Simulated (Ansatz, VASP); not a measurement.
# Two plane-wave programs on GaN

```xyz
4
Lattice="3.1826 0.0000 0.0000 -1.5913 2.7562 0.0000 0.0000 0.0000 5.1854" Properties=species:S:1:pos:R:3 pbc="T T T"
Ga    0.0000    1.8375   -0.0042
Ga    1.5913    0.9187    2.5885
N     0.0000    1.8375    1.9487
N     1.5913    0.9187    4.5414
```

Alike in both runs: functional PBEsol; k mesh 10 × 10 × 6; occupations fermi-dirac, width 0.1 eV; no spin polarisation.

Ansatz relaxed the structure, and its values are those at the end. VASP's run is a single point on that final structure, the one shown.

```csv
,VASP,Ansatz
version,VASP 6.6.1,Ansatz 0.2.0
potentials or method,"VASP PAW PBE potentials, release 64 (Ga_d, N)","PAW with Ansatz's default frozen-core files, scalar-relativistic"
plane-wave cutoff (eV),520,420
valence electrons in the cell,36,36
```

|  | VASP | Ansatz | Ansatz less VASP |
| --- | --- | --- | --- |
| pressure (GPa) | -0.1 | 0.0 | +0.14 |

VASP's potentials were made for PBE, not for PBEsol.
